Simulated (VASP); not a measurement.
The system is BaTiO3.

```
CELL_PARAMETERS angstrom
2.82737 1.63238 2.31839
-2.82737 1.63238 2.31839
0.00000 -3.26476 2.31839
ATOMIC_POSITIONS crystal
Ba 0.00000 0.00000 0.00000
Ti 0.48450 0.48450 0.48450
O 0.50860 0.50860 0.01750
O 0.01750 0.50860 0.50860
O 0.50860 0.01750 0.50860
```

| Quantity | Value |
| --- | --- |
| Program | VASP 6.6.1 |
| Task | relaxation of cell and atoms |
| Functional | PBE |
| Potentials or basis | VASP PAW PBE potentials, release 64 (Ba_sv, Ti_sv, O) |
| Cutoff | 600 eV |
| k mesh | 6 × 6 × 6 |
| Occupations | gaussian, width 0.02 eV |
| Spin | no spin polarisation |

At the start: pressure 6.7 GPa; volume 12.84 Å³/atom.

Question: Where does the relaxation end?

Answer: Over 17 steps the energy falls by 12.4 meV/atom and the volume is 13.53 Å³/atom (+5.3 %); space group R3m (No. 160, to 0.1 Å) before and after.

The path:
| step | energy change (eV) | largest force (eV/Å) | pressure (GPa) | volume (Å³) |
| --- | --- | --- | --- | --- |
| 1 | 0.0000 | 0.2068 | 6.66 | 64.20 |
| 2 | 0.0055 | 0.5783 | -5.80 | 69.29 |
| 3 | -0.0493 | 0.2130 | 0.11 | 66.60 |
| 4 | -0.0493 | 0.2054 | 0.23 | 66.55 |
| 5 | -0.0546 | 0.1713 | 0.20 | 66.81 |
| 6 | -0.0594 | 0.1474 | 0.37 | 67.55 |
| 7 | -0.0599 | 0.0930 | 0.28 | 67.36 |
| 8 | -0.0612 | 0.0576 | -0.44 | 67.76 |
| 9 | -0.0612 | 0.0574 | -0.46 | 67.76 |
| 10 | -0.0619 | 0.0498 | 0.04 | 67.64 |
| 11 | -0.0619 | 0.0393 | 0.00 | 67.65 |
| 12 | -0.0620 | 0.0176 | -0.02 | 67.64 |
| 13 | -0.0621 | 0.0057 | -0.03 | 67.64 |
| 14 | -0.0621 | 0.0063 | -0.02 | 67.64 |
| 15 | -0.0621 | 0.0118 | -0.03 | 67.64 |
| 16 | -0.0621 | 0.0077 | -0.01 | 67.64 |
| 17 | -0.0621 | 0.0036 | 0.00 | 67.63 |

Final structure:
```yaml
crystal:
  lattice:
    - [2.87314, 1.65881, 2.36494]
    - [-2.87314, 1.65881, 2.36494]
    - [0.00000, -3.31762, 2.36494]
  atoms:
    - { symbol: Ba, position: [0.99528, 0.99528, 0.99528] }
    - { symbol: Ti, position: [0.48003, 0.48003, 0.48003] }
    - { symbol: O, position: [0.51081, 0.51081, 0.02227] }
    - { symbol: O, position: [0.02227, 0.51081, 0.51081] }
    - { symbol: O, position: [0.51081, 0.02227, 0.51081] }
```
